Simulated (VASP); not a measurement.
# NaI (Fm-3m) in VASP: further runs, part 2 of 2

VASP 6.6.1. The steps go on from the part before.

## 3. Relaxation of cell and atoms, PBE+D3(BJ)

This run uses another cell than the first one, of 34.78 Å³/atom, 1.081 times its volume.

File INCAR:

```
SYSTEM = NaI
PREC     = Accurate       ! precision mode
ENCUT    = 500            ! plane-wave cutoff, eV
EDIFF    = 1E-7           ! SCF threshold, eV
ISMEAR   = 0              ! smearing method
SIGMA    = 0.02           ! smearing width, eV
LREAL    = .False.        ! projectors in reciprocal space
LASPH    = .True.         ! aspherical terms in the spheres
NELM     = 120            ! most SCF steps
ALGO     = Normal         ! electronic algorithm
ISIF     = 3              ! what is computed and relaxed
LWAVE    = .False.        ! write WAVECAR
LCHARG   = .False.        ! write CHGCAR
GGA      = PE             ! functional
IVDW     = 12             ! dispersion correction
IBRION   = 2              ! ionic algorithm
NSW      = 70             ! ionic steps
EDIFFG   = -0.005         ! ionic threshold
GGA_COMPAT= .False.      
NELMIN   = 4
```

File KPOINTS:

```
Automatic mesh
0
Gamma
  6 6 6
  0 0 0
```

File POSCAR:

```
NaI
1.0
    0.0000000000      3.2640968622      3.2640968622
    3.2640968622      0.0000000000      3.2640968622
    3.2640968622      3.2640968622      0.0000000000
Na I
1 1
Direct
    0.0000000000      0.0000000000      0.0000000000
    0.5000000000      0.5000000000      0.5000000000
```

Potentials or basis: VASP PAW PBE potentials, release 64 (Na_pv, I).

Launch:

```bash
cat potpaw_PBE.64/Na_pv/POTCAR potpaw_PBE.64/I/POTCAR > POTCAR
mpirun -np 1 vasp_std > vasp.out
```

OUTCAR:

```text
SYSTEM = NaI
   PREC = Accurate
   ENCUT = 500
   EDIFF = 1E-7
   ISMEAR = 0
   LREAL = .False.
   LASPH = .True.
   NELM = 120
   ISIF = 3
   GGA = PE
   IVDW = 12
   IBRION = 2
   NSW = 70
   EDIFFG = -0.005
   NELMIN = 4
 IVDW          = 12

 ion  position               nearest neighbor table
   1  0.000  0.000  0.000-
   2  0.500  0.500  0.500-

  LATTYP: Found a face centered cubic cell.
 ALAT       =     6.5281937244

  Lattice vectors:

 A1 = (   0.0000000000,   3.2640968622,   3.2640968622)
 A2 = (   3.2640968622,   0.0000000000,   3.2640968622)
 A3 = (   3.2640968622,   3.2640968622,   0.0000000000)

Analysis of symmetry for initial positions (statically):
=====================================================================
 Subroutine PRICEL returns:
 Original cell was already a primitive cell.

 Routine SETGRP: Setting up the symmetry group for a
 face centered cubic supercell.

 Subroutine GETGRP returns: Found 48 space group operations
 (whereof 48 operations were pure point group operations)
 out of a pool of 48 trial point group operations.

The static configuration has the point symmetry O_h .

Analysis of symmetry for dynamics (positions and initial velocities):
=====================================================================
 Subroutine PRICEL returns:
 Original cell was already a primitive cell.

 Routine SETGRP: Setting up the symmetry group for a
 face centered cubic supercell.

 Subroutine GETGRP returns: Found 48 space group operations
 (whereof 48 operations were pure point group operations)
 out of a pool of 48 trial point group operations.

The dynamic configuration has the point symmetry O_h .

 Subroutine INISYM returns: Found 48 space group operations
 (whereof 48 operations are pure point group operations),
 and found     1 'primitive' translations

----------------------------------------------------------------------------------------

[... 82 lines left out ...]
   NELM   =    120;   NELMIN=  4; NELMDL= -5     # of ELM steps
   EDIFF  = 0.1E-06   stopping-criterion for ELM
   LREAL  =      F    real-space projection
   EDIFFG = -.5E-02   stopping-criterion for IOM
   NSW    =     70    number of steps for IOM
   IBRION =      2    ionic relax: 0-MD 1-quasi-New 2-CG
   NFREE  =      1    steps in history (QN), initial steepest desc. (CG)
   ISIF   =      3    stress and relaxation
   ISYM   =      2    0-nonsym 1-usesym 2-fastsym
   POTIM  = 0.5000    time-step for ionic-motion
   TEBEG  =    0.0;   TEEND  =   0.0 temperature during run
   PSTRESS=    0.0 pullay stress
   NELECT =      14.0000    total number of electrons
   NUPDOWN=      -1.0000    fix difference up-down
   EMIN   =  10.00;   EMAX   =-10.00  energy-range for DOS
   EFERMI =   0.00;   METHOD = LEGACY
   ISMEAR =     0;   SIGMA  =   0.02  broadening in eV -4-tet -1-fermi 0-gaus
   EFERMI_NEDOS =   21; number of points for ismear=-14 and -15
   IALGO  =     38    algorithm
   IMIX   =      4    mixing-type and parameters
     AMIX     =   0.40;   BMIX     =  1.00
     AMIX_MAG =   1.60;   BMIX_MAG =  1.00
  volume/ion in A,a.u.               =      34.78       234.69
  Fermi-wavevector in a.u.,A,eV,Ry     =   0.959425  1.813051 12.524119  0.920497
  Thomas-Fermi vector in A             =   2.088620
   LORBIT       =      0    0 simple, 1 ext, 2 COOP (PROOUT), +10 PAW based schemes
   GGA     = PE    functional components
   LHFCALC =     F    Hartree Fock is set to
   AEXX    =    0.0000 exact exchange contribution
   IVDW    =    12    specifies the selected vdW correction
   LEPSILON=     F    determine dielectric tensor
   LRPA    =     F    only Hartree local field effects (RPA)
 conjugate gradient relaxation of ions
 non-spin polarized calculation
 Gauss-broadening in eV      SIGMA  =   0.02
  energy-cutoff  :      500.00
  volume of cell :       69.55
 maximum number of plane-waves:      1807
 NGX is ok and might be reduce to    36
   NGX = 17   NGY = 17   NGZ = 17

--------------------------------------- Ionic step        1  -------------------------------------------

 number of electron      13.9999993 magnetization

 Free energy of the ion-electron system (eV)
  ---------------------------------------------------
  ext. energy  EPLUGINS =         0.00000000
  ---------------------------------------------------
  free energy    TOTEN  =        -5.38739111 eV

  energy without entropy =       -5.38739111  energy(sigma->0) =       -5.38739111

------------------------ aborting loop because EDIFF is reached ----------------------------------------

 Edisp (eV)   -0.49138

 E8    (eV) :    -0.2273
[... 151 lines left out ...]
--------------------------------------- Ionic step        5  -------------------------------------------

 number of electron      14.0000003 magnetization

 Free energy of the ion-electron system (eV)
  ---------------------------------------------------
  ext. energy  EPLUGINS =         0.00000000
  ---------------------------------------------------
  free energy    TOTEN  =        -5.36533902 eV

  energy without entropy =       -5.36533902  energy(sigma->0) =       -5.36533902

 E-fermi :   1.3174     XC(G=0):  -7.9173

 val. band max:        1.1834774734   @ k =   0.0000   0.0000   0.0000
 cond. band min:       4.9700853520   @ k =   0.0000   0.0000   0.0000
 fundamental gap:      3.7866078786
 Fermi energy:         1.3174051558

 k-point     1 :       0.0000    0.0000    0.0000
  band No.  band energies     occupation
      1     -21.2010      2.00000
      2     -21.2010      2.00000
      3     -21.2010      2.00000
      4      -9.9758      2.00000
      5       1.1835      2.00000
      6       1.1835      2.00000
      7       1.1835      2.00000
      8       4.9701      0.00000
      9       9.1098      0.00000
     10       9.1098      0.00000
     11       9.1098      0.00000
[... 241 lines left out ...]
  FREE ENERGIE OF THE ION-ELECTRON SYSTEM (eV)
  ---------------------------------------------------
  free  energy   TOTEN  =        -5.9002707234 eV

  energy  without entropy=       -5.9002707234  energy(sigma->0) =       -5.90027072

 reached required accuracy - stopping structural energy minimisation
```

CONTCAR:

```text
NaI
   1.00000000000000
    -0.0000000000000000    3.1804318265096616    3.1804318265096616
     3.1804318265096616   -0.0000000000000000    3.1804318265096616
     3.1804318265096616    3.1804318265096616    0.0000000000000000
  Na              I
     1     1
Direct
     0.0000000000000000    0.0000000000000000    0.0000000000000000
     0.5000000000000000    0.5000000000000000    0.5000000000000000

  0.00000000E+00  0.00000000E+00  0.00000000E+00
  0.00000000E+00  0.00000000E+00  0.00000000E+00
```

It took 1.9 min on 1 thread of Intel Xeon 8259CL, shared host; peak memory 0.22 GiB.

Results:

| Item | Value |
| --- | --- |
| Free energy | -5.9003 eV |
| Relaxed volume | 32.17 Å³/atom |
| Relaxed cell | a = 4.498 Å, b = 4.498 Å, c = 4.498 Å, α = 60.00°, β = 60.00°, γ = 60.00° |
| Space group after relaxing (to 0.05 Å) | Fm-3m (No. 225) |
| Energy gained by relaxing | 10.8 meV/atom |
| Ionic steps | 5 |
| Pressure after relaxing | 0.0 GPa |
| Band gap on the k mesh | 3.79 eV, direct |
| Dispersion energy per atom | -0.267 eV |

The path:
```
step  energy change (eV)  largest force (eV/Å)  pressure (GPa)  volume (Å³)
   1              0.0000                0.0000           -1.23        69.55
   2             -0.0160                0.0000           -0.67        66.89
   3             -0.0214                0.0000           -0.10        64.61
   4             -0.0215                0.0000            0.04        64.23
   5             -0.0215                0.0000            0.01        64.34
```

Final structure:
```
Na I
1.0
     0.00000    3.18043    3.18043
     3.18043    0.00000    3.18043
     3.18043    3.18043    0.00000
Na I
1 1
Direct
  0.00000 0.00000 0.00000
  0.50000 0.50000 0.50000
```

Levels at points of the mesh, in eV from the valence-band top:
| k point | band 5 | band 6 | band 7 | band 8 | band 9 | band 10 |
| --- | --- | --- | --- | --- | --- | --- |
| (0.00, 0.00, 0.00) | 0.00 | 0.00 | 0.00 | 3.79 | 7.93 | 7.93 |
| (0.50, 0.00, 0.00) | -2.37 | -0.32 | -0.32 | 5.11 | 7.49 | 7.49 |
| (0.50, 0.50, 0.00) | -2.08 | -0.82 | -0.82 | 4.53 | 5.45 | 10.21 |

Caveat: spin-orbit coupling is left out, which moves the levels of the heavy elements.
